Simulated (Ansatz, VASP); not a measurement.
## One calculation of TaH, two programs

```xyz
4
Lattice="2.9544 0.0000 0.0000 -1.4772 2.5585 0.0000 0.0000 0.0000 5.3532" Properties=species:S:1:pos:R:3 pbc="T T T"
Ta    0.0000    1.7057    1.3383
Ta    1.4772    0.8528    4.0149
H     0.0000    0.0000    2.6766
H     0.0000    0.0000    0.0000
```

Alike in both runs: functional PBE; k mesh 7 × 7 × 4; occupations gaussian, width 0.2 eV; no spin polarisation.

Ansatz relaxed the structure, and its values are those at the end. VASP's run is a single point on that final structure, the one shown.

|  | VASP | Ansatz |
| --- | --- | --- |
| version | VASP 6.6.1 | Ansatz 0.2.0 |
| potentials or method | VASP PAW PBE potentials, release 64 (Ta_pv, H), cutoff 520 eV | scalar-relativistic, plane waves, PAW |
| valence electrons in the cell | 24 | 28 |

Ansatz gave:

* gap on the k mesh at the Fermi level (eV): none
* pressure (GPa): 0.0

Problem. Which values does VASP return?

Solution. gap on the k mesh at the Fermi level (eV): none; pressure (GPa): 0.1.

A gap of «none» marks a metal or a gap that the smearing closes. VASP's potentials hold 24 valence electrons a cell and Ansatz's 28, so a difference there can come from the potentials and not from the codes.

Spin-orbit coupling is off throughout.
